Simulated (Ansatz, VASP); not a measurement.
## Rh: VASP beside Ansatz

```xyz
1
Lattice="0.0000 1.8745 1.8745 1.8745 0.0000 1.8745 1.8745 1.8745 0.0000" Properties=species:S:1:pos:R:3 pbc="T T T"
Rh    0.0000    0.0000    0.0000
```

Alike in both runs: task single point; functional r2SCAN; k mesh 23 × 23 × 23; occupations fermi-dirac, width 0.05 eV; collinear spin.

|  | VASP | Ansatz |
| --- | --- | --- |
| version | VASP 6.6.1 | Ansatz 0.2.0 |
| potentials or method | VASP PAW PBE potentials, release 64 (Rh_pv), cutoff 520 eV | plane waves (500 eV) with PAW, scalar-relativistic |
| valence electrons in the cell | 15 | 17 |

|  | VASP | Ansatz | Ansatz less VASP |
| --- | --- | --- | --- |
| pressure (GPa) | 14.2 | 12.7 | -1.48 |
| net moment per atom (μB) | 0.00 | 0.00 | 0.000 |

VASP's potentials were made for PBE, not for r2SCAN. VASP's potentials hold 15 valence electrons a cell and Ansatz's 17, so a difference there can come from the potentials and not from the codes. Ansatz's warnings: seeded moment not kept, stability check not made.
